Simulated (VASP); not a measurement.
BeTe2:

```
CELL_PARAMETERS angstrom
-2.92500 4.30000 2.90000
2.92500 -4.30000 2.90000
2.92500 4.30000 -2.90000
ATOMIC_POSITIONS crystal
Be 0.75000 0.75000 0.00000
Be 0.25000 0.25000 0.00000
Te 0.38200 0.79000 0.17200
Te 0.88200 0.71000 0.59200
Te 0.11800 0.29000 0.40800
Te 0.61800 0.21000 0.82800
```

```yaml
Program: VASP 6.6.1
Task: relaxation of cell and atoms
Functional: PBE
Potentials_or_basis: VASP PAW PBE potentials, release 64 (Be, Te)
Cutoff: 600 eV
k_mesh: 4 × 4 × 4
Occupations: gaussian, width 0.2 eV
Spin: no spin polarisation
```

At the start: pressure 2.1 GPa; volume 24.32 Å³/atom.

**Question.** How do energy, volume and symmetry change on relaxing?

**Answer.** Over 14 steps the energy falls by 287.7 meV/atom and the volume is 26.14 Å³/atom (+7.5 %); space group Ibam (No. 72, to 0.1 Å) before and after.

Step by step:
| step | energy change (eV) | largest force (eV/Å) | pressure (GPa) | volume (Å³) |
| --- | --- | --- | --- | --- |
| 1 | 0.0000 | 0.5520 | 2.08 | 145.90 |
| 2 | -0.4257 | 0.1360 | -0.46 | 152.47 |
| 3 | -0.7409 | 0.5315 | -3.19 | 161.26 |
| 4 | -1.0203 | 0.6328 | -2.55 | 159.07 |
| 5 | -1.3119 | 0.7327 | -1.38 | 155.34 |
| 6 | -1.3269 | 0.6831 | 1.98 | 145.64 |
| 7 | -1.4267 | 0.7359 | 0.24 | 150.44 |
| 8 | -1.5704 | 0.5569 | 0.68 | 150.16 |
| 9 | -1.6075 | 0.3568 | 1.30 | 149.79 |
| 10 | -1.6578 | 0.3045 | 0.13 | 153.57 |
| 11 | -1.6760 | 0.2681 | -1.01 | 157.93 |
| 12 | -1.7146 | 0.0641 | -0.36 | 157.14 |
| 13 | -1.7211 | 0.0823 | 0.06 | 156.68 |
| 14 | -1.7259 | 0.0196 | -0.11 | 156.84 |

Final structure:
```
CELL_PARAMETERS angstrom
-2.31372 4.97324 3.40753
2.31372 -4.97324 3.40753
2.31372 4.97324 -3.40753
ATOMIC_POSITIONS crystal
Be 0.75000 0.75000 0.00000
Be 0.25000 0.25000 0.00000
Te 0.38499 0.80437 0.18937
Te 0.88499 0.69563 0.58062
Te 0.11501 0.30437 0.41938
Te 0.61501 0.19563 0.81063
```
